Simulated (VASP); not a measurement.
# ZnS (P3m1) in VASP: further runs, part 2 of 2

VASP 6.6.1. Earlier steps stand in the parts before.

## Step 3: Single point, r2SCAN (atom 3 (Zn) moved +0.394 Å along Cartesian [0 0 1])

POSCAR reads:

```
ZnS
1.0
    3.8227020304      0.0000000000      0.0000000000
   -1.9113510152      3.3105570694      0.0000000000
    0.0000000000      0.0000000000     12.5200000000
Zn S
4 4
Direct
    0.0000000000      0.0000000000      0.0000000000
    0.0000000000      0.0000000000      0.5000000000
    0.3333333333      0.6666666667      0.2814536741
    0.6666666667      0.3333333333      0.7500000000
    0.0000000000      0.0000000000      0.1875000000
    0.0000000000      0.0000000000      0.6875000000
    0.3333333333      0.6666666667      0.4375000000
    0.6666666667      0.3333333333      0.9375000000
```

INCAR.step1 reads:

```
SYSTEM = ZnS
  PREC = Accurate
  ENCUT = 520
  ISMEAR = 0
  SIGMA = 0.05
  LREAL = .FALSE.
  LASPH = .TRUE.
  NELM = 100
  NBANDS = 46
  GGA = PE
  ALGO = Normal
  EDIFF = 1E-4
  LWAVE = .TRUE.
  LCHARG = .FALSE.
```

INCAR.step2 reads:

```
SYSTEM = ZnS
  PREC = Accurate
  ENCUT = 520
  EDIFF = 1E-6
  ISMEAR = 0
  SIGMA = 0.05
  LREAL = .FALSE.
  LASPH = .TRUE.
  NELM = 100
  ALGO = Normal
  ISIF = 2
  LWAVE = .FALSE.
  LCHARG = .FALSE.
  METAGGA = R2SCAN
  LMIXTAU = .TRUE.
  NBANDS = 46
  ISTART = 1
```

KPOINTS reads:

```
regular mesh
0
G
  6 6 2
  0 0 0
```

Potentials or basis: VASP PAW PBE potentials, release 64 (Zn, S).

Run with:

```bash
$ cat potpaw_PBE.64/Zn/POTCAR potpaw_PBE.64/S/POTCAR > POTCAR
$ cp INCAR.step1 INCAR
$ mpirun -np 1 vasp_std > vasp.out
$ cp INCAR.step2 INCAR
$ mpirun -np 1 vasp_std > vasp.out
```

OUTCAR:

```text
SYSTEM = ZnS
   PREC = Accurate
   ENCUT = 520
   EDIFF = 1E-6
   ISMEAR = 0
   LREAL = .FALSE.
   LASPH = .TRUE.
   NELM = 100
   ISIF = 2
   METAGGA = R2SCAN
   ISTART = 1

 ion  position               nearest neighbor table
   1  0.000  0.000  0.000-   8 2.34   8 2.34   8 2.34   5 2.35
   2  0.000  0.000  0.500-   7 2.34   7 2.34   7 2.34   6 2.35
   3  0.333  0.667  0.281-   7 1.95   5 2.50   5 2.50   5 2.50
   4  0.667  0.333  0.750-   6 2.34   6 2.34   6 2.34   8 2.35
   5  0.000  0.000  0.188-   1 2.35   3 2.50   3 2.50   3 2.50
   6  0.000  0.000  0.688-   4 2.34   4 2.34   4 2.34   2 2.35
   7  0.333  0.667  0.438-   3 1.95   2 2.34   2 2.34   2 2.34
   8  0.667  0.333  0.938-   1 2.34   1 2.34   1 2.34   4 2.35

  LATTYP: Found a hexagonal cell.
 ALAT       =     3.8227020304
 C/A-ratio  =     3.2751702593

  Lattice vectors:

 A1 = (   3.8227020304,   0.0000000000,   0.0000000000)
 A2 = (  -1.9113510152,   3.3105570694,   0.0000000000)
 A3 = (   0.0000000000,   0.0000000000,  12.5200000000)

Analysis of symmetry for initial positions (statically):
=====================================================================
 Subroutine PRICEL returns:
 Original cell was already a primitive cell.

 Routine SETGRP: Setting up the symmetry group for a
 hexagonal supercell.

 Subroutine GETGRP returns: Found  6 space group operations
 (whereof  6 operations were pure point group operations)
 out of a pool of 24 trial point group operations.

The static configuration has the point symmetry C_3v.

Analysis of symmetry for dynamics (positions and initial velocities):
=====================================================================
 Subroutine PRICEL returns:
 Original cell was already a primitive cell.

 Routine SETGRP: Setting up the symmetry group for a
 hexagonal supercell.

 Subroutine GETGRP returns: Found  6 space group operations
 (whereof  6 operations were pure point group operations)
 out of a pool of 24 trial point group operations.

The dynamic configuration has the point symmetry C_3v.

 Subroutine INISYM returns: Found  6 space group operations
 (whereof  6 operations are pure point group operations),
 and found     1 'primitive' translations

----------------------------------------------------------------------------------------

                                     Primitive cell

  volume of cell :     158.4440

  direct lattice vectors                    reciprocal lattice vectors
     3.822702030  0.000000000  0.000000000     0.261595069  0.151031983  0.000000000
    -1.911351015  3.310557069  0.000000000     0.000000000  0.302063967  0.000000000
     0.000000000  0.000000000 12.520000000     0.000000000  0.000000000  0.079872204

  length of vectors
     3.822702030  3.822702030 12.520000000     0.302063967  0.302063967  0.079872204

  position of ions in fractional coordinates (direct lattice)
     0.000000000  0.000000000  0.000000000
     0.000000000  0.000000000  0.500000000
     0.333333333  0.666666667  0.281453674
     0.666666667  0.333333333  0.750000000
     0.000000000  0.000000000  0.187500000
     0.000000000  0.000000000  0.687500000
     0.333333333  0.666666667  0.437500000
     0.666666667  0.333333333  0.937500000
[... 47 lines left out ...]
  0.000000  0.000000  0.500000      1.000000
  0.166667 -0.000000  0.500000      6.000000
  0.333333  0.000000  0.500000      6.000000
  0.500000  0.000000  0.500000      3.000000
  0.166667  0.166667  0.500000      6.000000
  0.333333  0.166667  0.500000     12.000000
  0.333333  0.333333  0.500000      2.000000
   k-points           NKPTS =     14   k-points in BZ     NKDIM =     14   number of bands    NBANDS=     46
   number of dos      NEDOS =    301   number of ions     NIONS =      8
   total plane-waves  NPLWV =  75264
   dimension x,y,z NGX =    28 NGY =   28 NGZ =   96
   dimension x,y,z NGXF=    56 NGYF=   56 NGZF=  192
   ions per type =               4   4
   NGX,Y,Z   is equivalent  to a cutoff of  12.18, 12.18, 12.75 a.u.
   NGXF,Y,Z  is equivalent  to a cutoff of  24.35, 24.35, 25.49 a.u.
 SYSTEM =  ZnS
   PREC   = accura    normal or accurate (medium, high low for compatibility)
   ISTART =      1    job   : 0-new  1-cont  2-samecut
   ICHARG =      0    charge: 1-file 2-atom 10-const
   ISPIN  =      1    spin polarized calculation?
   LNONCOLLINEAR =      F non collinear calculations
   LSORBIT =      F    spin-orbit coupling
   LASPH  =      T    aspherical Exc in radial PAW
   ENCUT  =  520.0 eV  38.22 Ry    6.18 a.u.   7.11  7.11 23.28*2*pi/ulx,y,z
   NELM   =    100;   NELMIN=  2; NELMDL=  0     # of ELM steps
   EDIFF  = 0.1E-05   stopping-criterion for ELM
   LREAL  =      F    real-space projection
   EDIFFG = 0.1E-04   stopping-criterion for IOM
   NSW    =      0    number of steps for IOM
   IBRION =     -1    ionic relax: 0-MD 1-quasi-New 2-CG
   NFREE  =      0    steps in history (QN), initial steepest desc. (CG)
   ISIF   =      2    stress and relaxation
   ISYM   =      2    0-nonsym 1-usesym 2-fastsym
   POTIM  = 0.5000    time-step for ionic-motion
   TEBEG  =    0.0;   TEEND  =   0.0 temperature during run
   PSTRESS=    0.0 pullay stress
   NELECT =      72.0000    total number of electrons
   NUPDOWN=      -1.0000    fix difference up-down
   EMIN   =  10.00;   EMAX   =-10.00  energy-range for DOS
   EFERMI =   0.00;   METHOD = LEGACY
   ISMEAR =     0;   SIGMA  =   0.05  broadening in eV -4-tet -1-fermi 0-gaus
   EFERMI_NEDOS =   21; number of points for ismear=-14 and -15
   IALGO  =     38    algorithm
   IMIX   =      4    mixing-type and parameters
     AMIX     =   0.40;   BMIX     =  1.00
     AMIX_MAG =   1.60;   BMIX_MAG =  1.00
  volume/ion in A,a.u.               =      19.81       133.65
  Fermi-wavevector in a.u.,A,eV,Ry     =   1.258617  2.378442 21.553229  1.584118
  Thomas-Fermi vector in A             =   2.392218
   LORBIT       =      0    0 simple, 1 ext, 2 COOP (PROOUT), +10 PAW based schemes
   METAGGA = R2SCAN    functional components
   LHFCALC =     F    Hartree Fock is set to
   AEXX    =    0.0000 exact exchange contribution
   IVDW    =     0    specifies the selected vdW correction
   LEPSILON=     F    determine dielectric tensor
   LRPA    =     F    only Hartree local field effects (RPA)
 non-spin polarized calculation
 Gauss-broadening in eV      SIGMA  =   0.05
  energy-cutoff  :      520.00
  volume of cell :      158.44
 maximum number of plane-waves:      4296
   NGX = 15   NGY = 15   NGZ = 47

 number of electron      71.9999984 magnetization

 Free energy of the ion-electron system (eV)
  ---------------------------------------------------
  ext. energy  EPLUGINS =         0.00000000
  ---------------------------------------------------
  free energy    TOTEN  =       -74.39363064 eV

  energy without entropy =      -74.39363064  energy(sigma->0) =      -74.39363064

 E-fermi :   2.6388     XC(G=0): -10.2562

 val. band max:        2.3789036727   @ k =   0.0000   0.0000   0.0000
 cond. band min:       4.3090083651   @ k =   0.0000   0.0000   0.0000
 fundamental gap:      1.9301046924
 Fermi energy:         2.6387553082

 k-point     1 :       0.0000    0.0000    0.0000
  band No.  band energies     occupation
      1     -12.7714      2.00000
      2     -11.7505      2.00000
      3     -11.1507      2.00000
      4     -10.1351      2.00000
      5      -5.5877      2.00000
      6      -5.3858      2.00000
[... 675 lines left out ...]
     45       9.4509      0.00000
     46       9.9062      0.00000

------------------------ aborting loop because EDIFF is reached ----------------------------------------

  FORCE on cell =-STRESS in cart. coord.  units (eV):
  Direction    XX          YY          ZZ          XY          YZ          ZX
  --------------------------------------------------------------------------------------
  -------------------------------------------------------------------------------------
  Total       -1.5700129     -1.5700129      6.7349348     -0.0000000      0.0000000     -0.0000000
  in kB      -15.8758855    -15.8758855     68.1032952     -0.0000000      0.0000000     -0.0000000
  external PRESSURE =      12.1171747 kB  Pullay stress =       0.0000000 kB

 VOLUME and BASIS-vectors are now :
 -----------------------------------------------------------------------------
  energy-cutoff  :      520.00
  volume of cell :      158.44
      direct lattice vectors                 reciprocal lattice vectors
     3.822702030  0.000000000  0.000000000     0.261595069  0.151031983  0.000000000
    -1.911351015  3.310557069  0.000000000     0.000000000  0.302063967  0.000000000
     0.000000000  0.000000000 12.520000000     0.000000000  0.000000000  0.079872204

 POSITION                                       TOTAL-FORCE (eV/Angst)
 -----------------------------------------------------------------------------------
      0.00000      0.00000      0.00000         0.000000     -0.000000      0.361894
      0.00000      0.00000      6.26000         0.000000     -0.000000      0.437787
     -0.00000      2.20704      3.52380        -0.000000      0.000000     -6.827668
      1.91135      1.10352      9.39000        -0.000000      0.000000      0.317718
      0.00000      0.00000      2.34750         0.000000      0.000000      1.202282
      0.00000      0.00000      8.60750         0.000000     -0.000000     -0.332749
     -0.00000      2.20704      5.47750         0.000000      0.000000      5.083935
      1.91135      1.10352     11.73750         0.000000     -0.000000     -0.243200
 -----------------------------------------------------------------------------------
    total drift:                                0.000007     -0.000006     -0.112240

  FREE ENERGIE OF THE ION-ELECTRON SYSTEM (eV)
  ---------------------------------------------------
  free  energy   TOTEN  =       -74.3936306419 eV

  energy  without entropy=      -74.3936306419  energy(sigma->0) =      -74.39363064
```

Run time: 5 min. Hardware: 1 thread of Intel Xeon Platinum 8488C (Sapphire Rapids), shared host; peak memory 0.32 GiB.

Results:

```yaml
Free_energy: -74.3936 eV
Pressure: 1.2 GPa
Largest_force: 6.828 eV/Å
Band_gap_on_the_k_mesh: 1.93 eV
```

Forces on the atoms (eV/Å):
```
Zn   0.000  0.000  0.362
Zn   0.000  0.000  0.438
Zn   0.000  0.000 -6.828
Zn   0.000  0.000  0.318
S    0.000  0.000  1.202
S    0.000  0.000 -0.333
S    0.000  0.000  5.084
S    0.000  0.000 -0.243
```

Stress tensor (GPa, compression positive):
```
-1.59  0.00  0.00
 0.00 -1.59  0.00
 0.00  0.00  6.81
```

Levels at points of the mesh, in eV from the valence-band top:
```csv
k point,band 33,band 34,band 35,band 36,band 37,band 38,band 39,band 40
"(0.00, 0.00, 0.00)",-0.79,-0.68,0.00,0.00,1.93,2.85,3.38,4.21
"(0.50, 0.00, 0.00)",-2.08,-1.89,-1.66,-0.77,2.82,2.95,3.59,4.18
"(0.00, 0.00, 0.50)",-0.76,-0.76,-0.01,-0.01,2.41,2.86,3.27,4.00
"(0.50, 0.00, 0.50)",-2.41,-1.83,-1.80,-0.81,2.99,3.39,3.76,4.01
```

Caveat: the cell differs from its parent crystal (atom 3 (Zn) moved +0.394 Å along Cartesian [0 0 1]); the stress differs along the axes, from -2 to 7 GPa; the PAW data sets were made with another functional, which shifts forces and pressure a little. A k mesh can miss the band edges.
